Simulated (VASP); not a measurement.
Ba5Y3, 8 atoms in the cell. Symmetry: P6/mmm, No. 191, hexagonal system. Conventional cell: a = 6.491 Å, b = 6.491 Å, c = 7.311 Å, α = 90.00°, β = 90.00°, γ = 120.00°. Within 4.3 Å of Ba (site symmetry mmm) lie 6 Ba at 3.25 Å and 2 Y at 3.66 Å. Ba (site symmetry 6/mmm) has 8 Ba at 3.25 to 3.66 Å within 4.3 Å. Ba (site symmetry 6/mmm) has 6 Y at 3.25 Å and 2 Ba at 3.66 Å within 4.3 Å. Y (site symmetry mmm) has 4 Y at 3.25 Å and 4 Ba at 3.25 to 3.66 Å within 4.3 Å. The cell was generated, and may not be a known phase.

```yaml
Program: VASP 6.6.1
Task: relaxation of cell and atoms
Functional: PBE
Potentials_or_basis: VASP PAW PBE potentials, release 64 (Ba_sv, Y_sv)
Cutoff: 600 eV
k_mesh: 3 × 3 × 4
Occupations: gaussian, width 0.1 eV
Spin: no spin polarisation
Dipole_correction: no
Further_INCAR_settings: ALGO = Fast; EDIFF = 1e-06; IBRION = 2; EDIFFG = -0.04; NSW = 90; ISIF = 3
```

Potentials or basis: VASP PAW PBE potentials, release 64 (Ba_sv, Y_sv).

Run with:

```bash
$ cat potpaw_PBE.64/Ba_sv/POTCAR potpaw_PBE.64/Y_sv/POTCAR > POTCAR
$ mpirun -np 1 vasp_std > vasp.out
```

Hardware: 1 thread of Intel(R) Xeon(R) 6975P-C (Granite Rapids), on a shared host.

Problem. How long does it take, and how much memory?

Solution. It took 48 min on 1 thread of Intel(R) Xeon(R) 6975P-C (Granite Rapids), on a shared host, peak memory 0.49 GiB. Counts: scf iterations 331, k points 9, ion steps 7.
